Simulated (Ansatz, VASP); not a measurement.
# Two plane-wave programs on Ga

```xyz
2
Lattice="0.0000 2.9406 2.9406 2.9406 0.0000 2.9406 2.9406 2.9406 0.0000" Properties=species:S:1:pos:R:3 pbc="T T T"
Ga    0.7352    0.7352    0.7352
Ga    5.1461    5.1461    5.1461
```

Alike in both runs: functional PBE; k mesh 9 × 9 × 9; occupations fermi-dirac, width 0.1 eV; no spin polarisation.

Ansatz relaxed the structure, and its values are those at the end. VASP's run is a single point on that final structure, the one shown.

```csv
,VASP,Ansatz
version,VASP 6.6.1,Ansatz 0.2.0
potentials or method,"VASP PAW PBE potentials, release 64 (Ga_d), cutoff 520 eV","plane waves (420 eV) with PAW, scalar-relativistic"
valence electrons in the cell,26,26
```

VASP gave:

| Property | Result |
| --- | --- |
| pressure (GPa) | 0.2 |

**Question.** Estimate Ansatz's values.

**Answer.** Pressure (GPa): 0.0.
